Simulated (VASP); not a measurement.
A run of VASP 6.6.1:

File INCAR:

```
PREC = Accurate ; ENCUT = 520
EDIFF = 1E-6 ; ISMEAR = 0
SIGMA = 0.1 ; LREAL = False
LASPH = True ; NELM = 150
ALGO = Normal ; ISIF = 2
LWAVE = False ; LCHARG = False
ISPIN = 2 ; MAGMOM = 1 1 0 0 0
LORBIT = 11 ; LMAXMIX = 4
GGA = PE ; NBANDS = 44
```

KPOINTS

```
regular mesh
0
Gamma
  6 6 4
```

POSCAR

```
Zr2TaGe2
1.0
    4.8434210702      0.0000000000      0.0000000000
   -2.4217105351      4.1945256880      0.0000000000
    0.0000000000      0.0000000000      5.2782868838
Zr Ta Ge
2 1 2
Direct
    0.3333333333      0.6666666667      0.0000000000
    0.6666666667      0.3333333333      0.0000000000
    0.0000000000      0.0000000000      0.5000000000
    0.3333333333      0.6666666667      0.5000000000
    0.6666666667      0.3333333333      0.5000000000
```

Potentials or basis: VASP PAW PBE potentials, release 64 (Zr_sv, Ta_pv, Ge_d).

Command:

```bash
$ cat potpaw_PBE.64/Zr_sv/POTCAR potpaw_PBE.64/Ta_pv/POTCAR potpaw_PBE.64/Ge_d/POTCAR > POTCAR
$ mpirun -np 1 vasp_std > vasp.out
```

Hardware: 1 thread of Intel(R) Xeon(R) Platinum 8259CL CPU @ 2.50GHz (Skylake/Cascade Lake), on a shared host.

**Question.** Estimate the wall time of this run.

**Answer.** Wall time 4.3 min on 1 thread of Intel(R) Xeon(R) Platinum 8259CL CPU @ 2.50GHz (Skylake/Cascade Lake), on a shared host, peak memory 0.35 GiB. Counts: scf iterations 18, k points 21.
